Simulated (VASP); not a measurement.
# BeRuF6 (Fm-3m) in VASP: notebook

The runs below take BeRuF6 through single point, relaxation of cell and atoms, with PBE.

Everything below comes from runs of VASP 6.6.1. Logs are shortened: lines on timing, memory, paths and dates and some standing lists are left out, and cuts for length are marked.

### 1 The cell of the first run

It takes space group Fm-3m (No. 225, cubic). Conventional cell: a = 7.038 Å, b = 7.038 Å, c = 7.038 Å, α = 90.00°, β = 90.00°, γ = 90.00°. Be (site symmetry m-3m) has 6 F at 1.76 Å within 2.3 Å. Within 2.3 Å of Ru (site symmetry m-3m) lie 6 F at 1.76 Å. F (site symmetry 4mm) has 1 Be at 1.76 Å and 1 Ru at 1.76 Å within 2.3 Å.

### 2 Single point, PBE, collinear spin, ferromagnetic start

Input file INCAR:

```
SYSTEM = BeRuF6
PREC = Accurate
ENCUT = 520
EDIFF = 1E-7
ISMEAR = 0
SIGMA = 0.1
LREAL = .FALSE.
LASPH = .TRUE.
NELM = 150
ALGO = Normal
ISIF = 2
LWAVE = .FALSE.
LCHARG = .FALSE.
ISPIN = 2
MAGMOM = 0 1 0 0 0 0 0 0
LORBIT = 11
LMAXMIX = 4
GGA = PE
NBANDS = 43
```

Input file KPOINTS:

```
Automatic mesh
0
G
  4 4 4
  0 0 0
```

Input file POSCAR:

```
BeRuF6
1.0
    0.0000000000      3.5190000000      3.5190000000
    3.5190000000      0.0000000000      3.5190000000
    3.5190000000      3.5190000000      0.0000000000
Be Ru F
1 1 6
Direct
    0.5000000000      0.5000000000      0.5000000000
    0.0000000000      0.0000000000      0.0000000000
    0.7500000000      0.2500000000      0.2500000000
    0.2500000000      0.7500000000      0.7500000000
    0.2500000000      0.7500000000      0.2500000000
    0.7500000000      0.2500000000      0.7500000000
    0.2500000000      0.2500000000      0.7500000000
    0.7500000000      0.7500000000      0.2500000000
```

Potentials or basis: VASP PAW PBE potentials, release 64 (Be, Ru_pv, F).

On the command line:

```console
$ cat potpaw_PBE.64/Be/POTCAR potpaw_PBE.64/Ru_pv/POTCAR potpaw_PBE.64/F/POTCAR > POTCAR
$ mpirun -np 1 vasp_std > vasp.out
```

OUTCAR:

```text
SYSTEM = BeRuF6
   PREC = Accurate
   ENCUT = 520
   EDIFF = 1E-7
   ISMEAR = 0
   LREAL = .FALSE.
   LASPH = .TRUE.
   NELM = 150
   ISIF = 2
   ISPIN = 2
   LORBIT = 11
   GGA = PE

 ion  position               nearest neighbor table
   1  0.500  0.500  0.500-   3 1.76   4 1.76   5 1.76   6 1.76   7 1.76   8 1.76
   2  0.000  0.000  0.000-   3 1.76   4 1.76   5 1.76   6 1.76   7 1.76   8 1.76
   3  0.750  0.250  0.250-   1 1.76   2 1.76
   4  0.250  0.750  0.750-   1 1.76   2 1.76
   5  0.250  0.750  0.250-   1 1.76   2 1.76
   6  0.750  0.250  0.750-   1 1.76   2 1.76
   7  0.250  0.250  0.750-   1 1.76   2 1.76
   8  0.750  0.750  0.250-   1 1.76   2 1.76

  LATTYP: Found a face centered cubic cell.
 ALAT       =     7.0380000000

  Lattice vectors:

 A1 = (   0.0000000000,   3.5190000000,   3.5190000000)
 A2 = (   3.5190000000,   0.0000000000,   3.5190000000)
 A3 = (   3.5190000000,   3.5190000000,   0.0000000000)

Analysis of symmetry for initial positions (statically):
=====================================================================
 Subroutine PRICEL returns:
 Original cell was already a primitive cell.

 Routine SETGRP: Setting up the symmetry group for a
 face centered cubic supercell.

 Subroutine GETGRP returns: Found 48 space group operations
 (whereof 48 operations were pure point group operations)
 out of a pool of 48 trial point group operations.

The static configuration has the point symmetry O_h .

Analysis of symmetry for dynamics (positions and initial velocities):
=====================================================================
 Subroutine PRICEL returns:
 Original cell was already a primitive cell.

 Routine SETGRP: Setting up the symmetry group for a
 face centered cubic supercell.

 Subroutine GETGRP returns: Found 48 space group operations
 (whereof 48 operations were pure point group operations)
 out of a pool of 48 trial point group operations.

The dynamic configuration has the point symmetry O_h .

Analysis of structural, dynamic, and magnetic symmetry:
=====================================================================
 Subroutine PRICEL returns:
 Original cell was already a primitive cell.

 Routine SETGRP: Setting up the symmetry group for a
 face centered cubic supercell.

 Subroutine GETGRP returns: Found 48 space group operations
 (whereof 48 operations were pure point group operations)
 out of a pool of 48 trial point group operations.

The overall configuration has the point symmetry O_h .

 Subroutine INISYM returns: Found 48 space group operations
 (whereof 48 operations are pure point group operations),
 and found     1 'primitive' translations

----------------------------------------------------------------------------------------

                                     Primitive cell

  volume of cell :      87.1541

  direct lattice vectors                    reciprocal lattice vectors
     0.000000000  3.519000000  3.519000000    -0.142085820  0.142085820  0.142085820
     3.519000000  0.000000000  3.519000000     0.142085820 -0.142085820  0.142085820
     3.519000000  3.519000000  0.000000000     0.142085820  0.142085820 -0.142085820

  length of vectors
     4.976617526  4.976617526  4.976617526     0.246099859  0.246099859  0.246099859

  position of ions in fractional coordinates (direct lattice)
     0.500000000  0.500000000  0.500000000
     0.000000000  0.000000000  0.000000000
     0.750000000  0.250000000  0.250000000
     0.250000000  0.750000000  0.750000000
     0.250000000  0.750000000  0.250000000
     0.750000000  0.250000000  0.750000000
     0.250000000  0.250000000  0.750000000
     0.750000000  0.750000000  0.250000000

  ion indices of the primitive-cell ions
   primitive index   ion index
                 1           1
                 2           2
                 3           3
                 4           4
                 5           5
                 6           6
                 7           7
                 8           8

[... 38 lines left out ...]
   total plane-waves  NPLWV =  64000
   dimension x,y,z NGX =    40 NGY =   40 NGZ =   40
   dimension x,y,z NGXF=    80 NGYF=   80 NGZF=   80
   ions per type =               1   1   6
   NGX,Y,Z   is equivalent  to a cutoff of  13.36, 13.36, 13.36 a.u.
   NGXF,Y,Z  is equivalent  to a cutoff of  26.72, 26.72, 26.72 a.u.
 SYSTEM =  BeRuF6
   PREC   = accura    normal or accurate (medium, high low for compatibility)
   ISTART =      0    job   : 0-new  1-cont  2-samecut
   ICHARG =      2    charge: 1-file 2-atom 10-const
   ISPIN  =      2    spin polarized calculation?
   LNONCOLLINEAR =      F non collinear calculations
   LSORBIT =      F    spin-orbit coupling
   LASPH  =      T    aspherical Exc in radial PAW
   ENCUT  =  520.0 eV  38.22 Ry    6.18 a.u.   9.25  9.25  9.25*2*pi/ulx,y,z
   NELM   =    150;   NELMIN=  2; NELMDL= -5     # of ELM steps
   EDIFF  = 0.1E-06   stopping-criterion for ELM
   LREAL  =      F    real-space projection
   EDIFFG = 0.1E-05   stopping-criterion for IOM
   NSW    =      0    number of steps for IOM
   IBRION =     -1    ionic relax: 0-MD 1-quasi-New 2-CG
   NFREE  =      0    steps in history (QN), initial steepest desc. (CG)
   ISIF   =      2    stress and relaxation
   ISYM   =      2    0-nonsym 1-usesym 2-fastsym
   POTIM  = 0.5000    time-step for ionic-motion
   TEBEG  =    0.0;   TEEND  =   0.0 temperature during run
   PSTRESS=    0.0 pullay stress
   NELECT =      58.0000    total number of electrons
   NUPDOWN=      -1.0000    fix difference up-down
   EMIN   =  10.00;   EMAX   =-10.00  energy-range for DOS
   EFERMI =   0.00;   METHOD = LEGACY
   ISMEAR =     0;   SIGMA  =   0.10  broadening in eV -4-tet -1-fermi 0-gaus
   EFERMI_NEDOS =   21; number of points for ismear=-14 and -15
   IALGO  =     38    algorithm
   IMIX   =      4    mixing-type and parameters
     AMIX     =   0.40;   BMIX     =  1.00
     AMIX_MAG =   1.60;   BMIX_MAG =  1.00
  volume/ion in A,a.u.               =      10.89        73.52
  Fermi-wavevector in a.u.,A,eV,Ry     =   1.429294  2.700974 27.795087  2.042881
  Thomas-Fermi vector in A             =   2.549263
   LORBIT       =     11    0 simple, 1 ext, 2 COOP (PROOUT), +10 PAW based schemes
   GGA     = PE    functional components
   LHFCALC =     F    Hartree Fock is set to
   AEXX    =    0.0000 exact exchange contribution
   IVDW    =     0    specifies the selected vdW correction
   LEPSILON=     F    determine dielectric tensor
   LRPA    =     F    only Hartree local field effects (RPA)
 spin polarized calculation
 Gauss-broadening in eV      SIGMA  =   0.10
  energy-cutoff  :      520.00
  volume of cell :       87.15
 maximum number of plane-waves:      2397
 NGX is ok and might be reduce to    40
   NGX = 19   NGY = 19   NGZ = 19

 number of electron      58.0000046 magnetization       1.9999865

 Free energy of the ion-electron system (eV)
  ---------------------------------------------------
  ext. energy  EPLUGINS =         0.00000000
  ---------------------------------------------------
  free energy    TOTEN  =       -37.91011928 eV

  energy without entropy =      -37.88564125  energy(sigma->0) =      -37.89788027

 E-fermi :   3.5156     XC(G=0):  -9.7221

 val. band max:        3.4627976261   @ k =   0.2500   0.0000   0.0000
 cond. band min:       3.5700507161   @ k =  -0.2500   0.2500   0.0000
 fundamental gap:      0.1072530900
 Fermi energy:         3.5155607520

 spin component 1

 k-point     1 :       0.0000    0.0000    0.0000
  band No.  band energies     occupation
      1     -42.2926      1.00000
      2     -42.2925      1.00000
      3     -42.2925      1.00000
      4     -22.8522      1.00000
      5     -21.9162      1.00000
      6     -21.9162      1.00000
[... 341 lines left out ...]
     40      15.7879      0.00000
     41      15.9148      0.00000
 Fermi energy:         3.5155607520

 spin component 2

 k-point     1 :       0.0000    0.0000    0.0000
  band No.  band energies     occupation
      1     -41.1390      1.00000
      2     -41.1390      1.00000
      3     -41.1390      1.00000
      4     -22.7062      1.00000
      5     -21.7572      1.00000
      6     -21.7572      1.00000
[... 341 lines left out ...]
     40      15.8521      0.00000
     41      15.9602      0.00000
 [bands above 41 left out]

------------------------ aborting loop because EDIFF is reached ----------------------------------------

  FORCE on cell =-STRESS in cart. coord.  units (eV):
  Direction    XX          YY          ZZ          XY          YZ          ZX
  --------------------------------------------------------------------------------------
  -------------------------------------------------------------------------------------
  Total       22.6333675     22.6333675     22.6333675      0.0000000      0.0000000     -0.0000000
  in kB      416.0753262    416.0753262    416.0753262      0.0000000      0.0000000     -0.0000000
  external PRESSURE =     416.0753262 kB  Pullay stress =       0.0000000 kB

 VOLUME and BASIS-vectors are now :
 -----------------------------------------------------------------------------
  energy-cutoff  :      520.00
  volume of cell :       87.15
      direct lattice vectors                 reciprocal lattice vectors
     0.000000000  3.519000000  3.519000000    -0.142085820  0.142085820  0.142085820
     3.519000000  0.000000000  3.519000000     0.142085820 -0.142085820  0.142085820
     3.519000000  3.519000000  0.000000000     0.142085820  0.142085820 -0.142085820

 POSITION                                       TOTAL-FORCE (eV/Angst)
 -----------------------------------------------------------------------------------
      3.51900      3.51900      3.51900         0.000000     -0.000000      0.000000
      0.00000      0.00000      0.00000         0.000000      0.000000      0.000000
      1.75950      3.51900      3.51900         6.416970      0.000000      0.000000
      5.27850      3.51900      3.51900        -6.416970      0.000000      0.000000
      3.51900      1.75950      3.51900         0.000000      6.416970      0.000000
      3.51900      5.27850      3.51900         0.000000     -6.416970      0.000000
      3.51900      3.51900      1.75950         0.000000      0.000000      6.416970
      3.51900      3.51900      5.27850         0.000000      0.000000     -6.416970
 -----------------------------------------------------------------------------------
    total drift:                               -0.000000      0.000000      0.000000

  FREE ENERGIE OF THE ION-ELECTRON SYSTEM (eV)
  ---------------------------------------------------
  free  energy   TOTEN  =       -37.9101192820 eV

  energy  without entropy=      -37.8856412546  energy(sigma->0) =      -37.89788027

 total charge

# of ion       s       p       d       tot
------------------------------------------
    1        0.275   0.489   0.000   0.764
    2        0.445   6.592   6.048  13.085
    3        1.740   4.439   0.000   6.179
    4        1.740   4.439   0.000   6.179
    5        1.740   4.439   0.000   6.179
    6        1.740   4.439   0.000   6.179
    7        1.740   4.439   0.000   6.179
    8        1.740   4.439   0.000   6.179
--------------------------------------------------
tot         11.161  33.715   6.048  50.925

 magnetization (x)

# of ion       s       p       d       tot
------------------------------------------
    1       -0.002  -0.003   0.000  -0.005
    2        0.002   0.008   1.429   1.440
    3        0.000   0.077   0.000   0.078
    4        0.000   0.077   0.000   0.078
    5        0.000   0.077   0.000   0.078
    6        0.000   0.077   0.000   0.078
    7        0.000   0.077   0.000   0.078
    8        0.000   0.077   0.000   0.078
--------------------------------------------------
tot          0.003   0.469   1.429   1.901
```

Run time: 2.1 min. Hardware: 1 thread of Oxide Virtual Turin-like, shared host; peak memory 0.27 GiB.

Results:

- Free energy: -37.9101 eV
- Pressure: 41.6 GPa
- Band gap on the k mesh: zero (filled and empty bands overlap)
- Net moment: 2.00 μB per cell
- Site moments: Be -0.01; Ru +1.44; F +0.08 μB
- Valence electrons inside the program's atomic spheres: Be 0.76; Ru 13.09; F 6.18

Caveat: the k points lie up to 0.39 Å⁻¹ apart.

(Continued in part 2 of 2.)

The gap in the log of VASP goes by the Fermi energy; the results here count the filled bands.